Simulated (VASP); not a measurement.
Wanted: the native input for a VASP 6.6.1 run.

```
Task                    : density of states
Functional              : PBE
Potentials or basis     : VASP PAW PBE potentials, release 64 (Sb, Hg, In_d)
Cutoff                  : 400 eV
k mesh                  : 5 × 5 × 5
Occupations             : methfessel-paxton, width 0.0213 eV
Spin                    : no spin polarisation
Dipole correction       : no
k mesh for the DOS      : 8 × 8 × 8
Occupations for the DOS : tetrahedron
Further INCAR settings  : ALGO = Normal; EDIFF = 1e-06
```

In2HgSb4:

```xyz
7
Lattice="0.0000 5.8899 0.0000 5.8899 0.0000 0.0000 2.9450 2.9450 -6.0289" Properties=species:S:1:pos:R:3 pbc="T T T"
Sb    4.5352    4.2996   -4.3770
Sb    1.3547    4.2996   -1.6519
Sb    7.2446    7.4802   -4.3770
Sb    4.5352    1.5903   -1.6519
Hg    0.0000    0.0000    0.0000
In    2.9450    5.8899   -3.0144
In    2.9450    2.9450    0.0000
```

The input as run:

POSCAR

```
In2HgSb4
1.0
    0.0000000000      5.8899060000      0.0000000000
    5.8899060000      0.0000000000      0.0000000000
    2.9449530000      2.9449530000     -6.0288770000
Sb Hg In
4 1 2
Direct
    0.3670000000      0.4070000000      0.7260000000
    0.5930000000      0.0930000000      0.2740000000
    0.9070000000      0.8670000000      0.7260000000
    0.1330000000      0.6330000000      0.2740000000
    0.0000000000      0.0000000000      0.0000000000
    0.7500000000      0.2500000000      0.5000000000
    0.5000000000      0.5000000000      0.0000000000
```

INCAR.step1

```
  PREC = Accurate
  ENCUT = 400
  EDIFF = 1E-6
  ISMEAR = 1
  SIGMA = 0.0213
  LREAL = F
  LASPH = T
  NELM = 120
  ALGO = Normal
  ISIF = 2
  LWAVE = F
  LCHARG = T
  GGA = PE
  NBANDS = 38
  GGA_COMPAT = F
  NEDOS = 2001
  LORBIT = 11
```

KPOINTS.step1

```
regular mesh
0
Gamma
  5 5 5
```

INCAR.step2

```
  PREC = Accurate
  ENCUT = 400
  EDIFF = 1E-6
  ISMEAR = -5
  SIGMA = 0.0213
  LREAL = F
  LASPH = T
  NELM = 120
  ALGO = Normal
  ISIF = 2
  LWAVE = F
  LCHARG = F
  GGA = PE
  LORBIT = 11
  NEDOS = 1001
  ICHARG = 11
  GGA_COMPAT = F
```

KPOINTS.step2

```
regular mesh
0
Gamma
  8 8 8
```

Potentials or basis: VASP PAW PBE potentials, release 64 (Sb, Hg, In_d).

The run is started by

```bash
$ cat potpaw_PBE.64/Sb/POTCAR potpaw_PBE.64/Hg/POTCAR potpaw_PBE.64/In_d/POTCAR > POTCAR
$ cp INCAR.step1 INCAR
$ cp KPOINTS.step1 KPOINTS
$ mpirun -np 1 vasp_std > vasp.out
$ cp INCAR.step2 INCAR
$ cp KPOINTS.step2 KPOINTS
$ mpirun -np 1 vasp_std > vasp.out
```

Results of the run:

```json
{
 "Valence electrons inside the program's atomic spheres": "Sb 2.48; Hg 10.70; In 11.71, 11.65"
}
```

Caveat: spin-orbit coupling is left out, which moves the levels of the heavy elements.

It took 11 min on 1 thread of Intel Xeon 8259CL, on a shared host, peak memory 0.51 GiB.
